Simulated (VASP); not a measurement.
A run of VASP 6.6.1:

The input INCAR:

```
SYSTEM = P
PREC = Accurate
ENCUT = 520
EDIFF = 1E-6
ISMEAR = -1
SIGMA = 0.1
LREAL = .False.
LASPH = .True.
NELM = 60
ALGO = Normal
ISIF = 2
LWAVE = .False.
LCHARG = .False.
GGA = PS
NBANDS = 12
```

Contents of KPOINTS:

```
regular mesh
0
Gamma
  8 8 8
  0 0 0
```

Contents of POSCAR:

```
P
1.0
    1.7082924207      0.9862830917      3.0980649191
   -1.7082924207      0.9862830917      3.0980649191
    0.0000000000     -1.9725661734      3.0980649191
P
2
Direct
    0.2270802500      0.2270802500      0.2270802500
    0.7729197500      0.7729197500      0.7729197500
```

Potentials or basis: VASP PAW PBE potentials, release 64 (P).

The run is started by

```console
$ cat potpaw_PBE.64/P/POTCAR > POTCAR
$ mpirun -np 1 vasp_std > vasp.out
```

Hardware: 1 thread of AMD EPYC 7R13 Processor (Zen 3), on a shared host.

Task: How long does it take, and how much memory?

Result: Run time: 19 s on 1 thread of AMD EPYC 7R13 Processor (Zen 3) (shared host), peak memory 0.12 GiB. Counts: scf iterations 11, k points 65.
